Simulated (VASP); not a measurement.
Ga2O3: single point with r2SCAN

Crystal: Ga2O3.

```
CELL_PARAMETERS angstrom
2.49226 1.43891 4.48064
-2.49226 1.43891 4.48064
0.00000 -2.87782 4.48064
ATOMIC_POSITIONS crystal
Ga 0.35541 0.35541 0.35541
Ga 0.14459 0.14459 0.14459
Ga 0.64459 0.64459 0.64459
Ga 0.85541 0.85541 0.85541
O 0.55362 0.94638 0.25000
O 0.25000 0.55362 0.94638
O 0.94638 0.25000 0.55362
O 0.44638 0.05362 0.75000
O 0.75000 0.44638 0.05362
O 0.05362 0.75000 0.44638
```

```json
{"Program": "VASP 6.6.1", "Task": "single point", "Functional": "r2SCAN", "Potentials or basis": "VASP PAW PBE potentials, release 64 (Ga_d, O)", "Cutoff": "520 eV", "k mesh": "6 × 6 × 6", "Occupations": "gaussian, width 0.01 eV", "Spin": "no spin polarisation"}
```

- Pressure: 1.9 GPa
- Largest force: 0.039 eV/Å
- Band gap on the k mesh: 3.54 eV (least direct gap 3.80 eV)

Forces on the atoms (eV/Å):
```
Ga   0.000  0.000 -0.030
Ga   0.000  0.000  0.030
Ga   0.000  0.000  0.030
Ga   0.000  0.000 -0.030
O   -0.039  0.000  0.000
O    0.020 -0.034  0.000
O    0.020  0.034  0.000
O    0.039  0.000  0.000
O   -0.020  0.034  0.000
O   -0.020 -0.034  0.000
```

Stress tensor (GPa, compression positive):
```
2.14 0.00 0.00
0.00 2.14 0.00
0.00 0.00 1.48
```

Levels at points of the mesh, in eV from the valence-band top:
| k point | band 41 | band 42 | band 43 | band 44 | band 45 | band 46 | band 47 | band 48 |
| --- | --- | --- | --- | --- | --- | --- | --- | --- |
| (0.00, 0.00, 0.00) | -0.31 | -0.31 | -0.26 | -0.26 | 3.54 | 7.50 | 7.66 | 9.78 |
| (0.50, 0.00, 0.00) | -1.00 | -1.00 | -0.16 | -0.16 | 7.21 | 7.21 | 7.54 | 7.54 |
| (0.50, 0.50, 0.00) | -0.87 | -0.70 | -0.25 | -0.14 | 7.37 | 7.56 | 8.43 | 8.58 |
| (0.50, 0.50, 0.50) | -0.30 | -0.30 | -0.30 | -0.30 | 6.64 | 6.64 | 8.72 | 8.72 |

Wall time 16 min on 1 thread of AMD EPYC 7R43 64-Core Processor (Zen 3) (shared host), peak memory 0.29 GiB.

Caveat: the PAW data sets were made with another functional, which shifts forces and pressure a little. r2SCAN opens gaps a little over a GGA but as a rule still falls short of measured ones.
